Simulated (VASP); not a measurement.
Here is a VASP 6.6.1 calculation.

INCAR

```
SYSTEM = Sr
PREC = Accurate ; ENCUT = 600
EDIFF = 1E-7 ; ISMEAR = -1
SIGMA = 0.08 ; LREAL = .False.
LASPH = .True. ; NELM = 100
ALGO = Normal ; ISIF = 3
LWAVE = .False. ; LCHARG = .False.
GGA = PE ; IBRION = 2
NSW = 60 ; EDIFFG = -0.005
PSTRESS = 240.0
```

Contents of KPOINTS:

```
regular mesh
0
Gamma
  14 14 14
  0 0 0
```

File POSCAR:

```
Sr
1.0
   -1.8853086713      1.8853086713      1.8853086713
    1.8853086713     -1.8853086713      1.8853086713
    1.8853086713      1.8853086713     -1.8853086713
Sr
1
Direct
    0.0000000000      0.0000000000      0.0000000000
```

Potentials or basis: VASP PAW PBE potentials, release 64 (Sr_sv).

Run with:

```bash
$ cat potpaw_PBE.64/Sr_sv/POTCAR > POTCAR
$ mpirun -np 1 vasp_std > vasp.out
```

Predict the space group after relaxing (to 0.05 Å).

Im-3m (No. 229).

Predict the relaxed volume.

27.01 Å³/atom.

What does it give for the band gap on the k mesh?

Zero (band 5 reaches 5.61 eV, above the bottom of band 6 at 3.09 eV).

Final structure:
```yaml
crystal:
  lattice:
    - [-1.89001, 1.89001, 1.89001]
    - [1.89001, -1.89001, 1.89001]
    - [1.89001, 1.89001, -1.89001]
  atoms:
    - { symbol: Sr, position: [0.00000, 0.00000, 0.00000] }
```

Caveat: the cell is relaxed towards a set pressure, so the enthalpy falls and the energy may rise.
